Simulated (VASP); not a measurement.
Write the native input for VASP 6.6.1 that does the following.

| Item | Value |
| --- | --- |
| Task | electric field gradients |
| Functional | LDA |
| Potentials or basis | VASP PAW LDA potentials, release 64 (Y_sv, Tl_d) |
| Cutoff | 520 eV |
| k mesh | 11 × 11 × 11 |
| Occupations | fermi-dirac, width 0.08 eV |
| Spin | no spin polarisation |
| Dipole correction | no |
| Further INCAR settings | ALGO = Normal; EDIFF = 1e-08; NBANDS = 19 |

The structure of YTl lies in POSCAR:

```
YTl
1.0
    3.7510000000      0.0000000000      0.0000000000
    0.0000000000      3.7510000000      0.0000000000
    0.0000000000      0.0000000000      3.8260200000
Y Tl
1 1
Direct
    0.5000000000      0.5000000000      0.5000000000
    0.0000000000      0.0000000000      0.0000000000
```

This cell differs from its parent crystal: zz strain of +2 %.

The input as run:

INCAR

```
SYSTEM = YTl
PREC = Accurate
ENCUT = 520
EDIFF = 1E-8
ISMEAR = -1
SIGMA = 0.08
LREAL = .FALSE.
LASPH = .TRUE.
NELM = 60
ALGO = Normal
ISIF = 2
LWAVE = .FALSE.
LCHARG = .FALSE.
GGA = CA
LEFG = .TRUE.
NBANDS = 19
```

KPOINTS

```
Automatic mesh
0
G
  11 11 11
  0 0 0
```

Potentials or basis: VASP PAW LDA potentials, release 64 (Y_sv, Tl_d).

Command:

```console
$ cat potpaw_LDA.64/Y_sv/POTCAR potpaw_LDA.64/Tl_d/POTCAR > POTCAR
$ mpirun -np 1 vasp_std > vasp.out
```

Results of the run:

* Pressure: -4.0 GPa
* Band gap on the k mesh: zero (bands 12 and 13 overlap by 2.16 eV)
* Largest electric field gradient by atom: Y +1.6; Tl -19.1 V/Å²

Caveat: the cell differs from its parent crystal (zz strain of +2 %); the cell stands under tension; without QUAD_EFG the Cq values of the log hold for a quadrupole moment of 1 mb, not for the nuclei; spin-orbit coupling is left out, which moves the levels of the heavy elements.

Run time: 95 s on 1 thread of Oxide Virtual Turin-like Processor, with other jobs on the host, peak memory 0.23 GiB.
